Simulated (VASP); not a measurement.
Input of a VASP 6.6.1 run:

The input POSCAR:

```
Si3Ge
1.0
    3.9265951293      0.0000000000      0.0000000000
    0.0000000000      3.9265951293      0.0000000000
    0.0000000000      0.0000000000      5.5379749624
Si Ge
3 1
Direct
    0.5000000000      0.0000000000      0.7548774919
    0.5000000000      0.5000000000      0.0000000000
    0.0000000000      0.5000000000      0.2451225081
    0.0000000000      0.0000000000      0.5000000000
```

INCAR.step1

```
ALGO = Normal ; EDIFF = 1E-4
ENCUT = 520 ; GGA = PE
ISMEAR = 0 ; LASPH = True
LCHARG = False ; LREAL = False
LWAVE = True ; NBANDS = 21
NELM = 100 ; PREC = Accurate
SIGMA = 0.01
```

File INCAR.step2:

```
ALGO = Normal ; EDIFF = 1E-6
ENCUT = 520 ; ISIF = 2
ISMEAR = 0 ; ISTART = 1
LASPH = True ; LCHARG = True
LELF = True ; LMIXTAU = True
LREAL = False ; LVHAR = True
LWAVE = False ; METAGGA = R2SCAN
NBANDS = 21 ; NELM = 100
PREC = Accurate ; SIGMA = 0.01
```

KPOINTS

```
k-points
0
Gamma
  6 6 4
```

Potentials or basis: VASP PAW PBE potentials, release 64 (Si, Ge_d).

The run is started by

```bash
$ cat potpaw_PBE.64/Si/POTCAR potpaw_PBE.64/Ge_d/POTCAR > POTCAR
$ cp INCAR.step1 INCAR
$ mpirun -np 1 vasp_std > vasp.out
$ cp INCAR.step2 INCAR
$ mpirun -np 1 vasp_std > vasp.out
```

Predict the pressure.

-2.6 GPa.

What does it give for the band gap on the k mesh?

0.63 eV, indirect (least direct gap 0.90 eV).

What does it give for the largest force?

0.023 eV/Å.

Forces on the atoms (eV/Å):
```
Si   0.000  0.000  0.023
Si   0.000  0.000  0.000
Si   0.000  0.000 -0.023
Ge   0.000  0.000  0.000
```

Caveat: the PAW data sets were made with another functional, which shifts forces and pressure a little. A k mesh can miss the band edges.
